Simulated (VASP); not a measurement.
Here is a VASP 6.6.1 calculation.

The input INCAR:

```
SYSTEM = SiSn7
PREC = Accurate ; ENCUT = 520
EDIFF = 1E-6 ; ISMEAR = 0
SIGMA = 0.2 ; LREAL = .FALSE.
LASPH = .TRUE. ; NELM = 80
ALGO = Normal ; ISIF = 2
LWAVE = .FALSE. ; LCHARG = .TRUE.
GGA = PE ; LELF = .TRUE.
LVHAR = .TRUE. ; NBANDS = 61
```

Contents of KPOINTS:

```
Automatic mesh
0
G
  3 3 3
  0 0 0
```

The input POSCAR:

```
SiSn7
1.0
    6.5184638919      0.0000000000      0.0000000000
    0.0000000000      6.5184638919      0.0000000000
    0.0000000000      0.0000000000      6.5184638919
Si Sn
1 7
Direct
    0.0000000000      0.0000000000      0.0000000000
    0.0000000000      0.5000000000      0.5000000000
    0.2384878111      0.7615121889      0.7615121889
    0.5000000000      0.0000000000      0.5000000000
    0.7615121889      0.2384878111      0.7615121889
    0.7615121889      0.7615121889      0.2384878111
    0.5000000000      0.5000000000      0.0000000000
    0.2384878111      0.2384878111      0.2384878111
```

Potentials or basis: VASP PAW PBE potentials, release 64 (Si, Sn_d).

Run with:

```console
$ cat potpaw_PBE.64/Si/POTCAR potpaw_PBE.64/Sn_d/POTCAR > POTCAR
$ mpirun -np 1 vasp_std > vasp.out
```

Task: Predict the pressure.

Result: -0.1 GPa.

Task: What does it give for the band gap on the k mesh?

Result: Zero (bands 51 and 52 overlap by 0.01 eV).

Task: Estimate the largest force.

Result: 0.005 eV/Å.

Forces in eV/Å, atoms in the order of the input:
```
Si   0.000  0.000  0.000
Sn   0.000  0.000  0.000
Sn   0.003 -0.003 -0.003
Sn   0.000  0.000  0.000
Sn  -0.003  0.003 -0.003
Sn  -0.003 -0.003  0.003
Sn   0.000  0.000  0.000
Sn   0.003  0.003  0.003
```

Caveat: semilocal functionals underestimate gaps, and a narrow one can read as zero; spin-orbit coupling is left out, which moves the levels of the heavy elements.
